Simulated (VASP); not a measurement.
Write the native input for VASP 6.6.1 that does the following.

| Property | Result |
| --- | --- |
| Task | single point |
| Functional | PBE |
| Potentials or basis | VASP PAW PBE potentials, release 64 (Ca_sv, O) |
| Cutoff | 520 eV |
| k mesh | 6 × 6 × 6 |
| Occupations | gaussian, width 0.01 eV |
| Spin | no spin polarisation |
| Dipole correction | no |
| Further INCAR settings | ALGO = Normal; EDIFF = 1e-06; NBANDS = 15 |

The structure of CaO lies in POSCAR:

```
CaO
1.0
    2.9032089683      0.0000000000      0.0000000000
    0.0000000000      2.9032089683      0.0000000000
    0.0000000000      0.0000000000      2.9032089683
Ca O
1 1
Direct
    0.0000000000      0.0000000000      0.0000000000
    0.5000000000      0.5000000000      0.5000000000
```

These files were run (other wordings do the same):

INCAR

```
PREC = Accurate
ENCUT = 520
EDIFF = 1E-6
ISMEAR = 0
SIGMA = 0.01
LREAL = False
LASPH = True
NELM = 100
ALGO = Normal
ISIF = 2
LWAVE = False
LCHARG = False
GGA = PE
NBANDS = 15
```

KPOINTS

```
Automatic mesh
0
Gamma
  6 6 6
```

Potentials or basis: VASP PAW PBE potentials, release 64 (Ca_sv, O).

Run with:

```console
$ cat potpaw_PBE.64/Ca_sv/POTCAR potpaw_PBE.64/O/POTCAR > POTCAR
$ mpirun -np 1 vasp_std > vasp.out
```

It gave:

```yaml
Pressure: 4.3 GPa
Band_gap_on_the_k_mesh: 2.76 eV (least direct gap 3.06 eV)
```

Caveat: the cell stands under pressure; the structure was generated, so it needn't be the stable form of CaO.

It took 4.5 s on 1 thread of Intel(R) Xeon(R) Platinum 8488C (Sapphire Rapids) (shared host), peak memory 0.14 GiB.
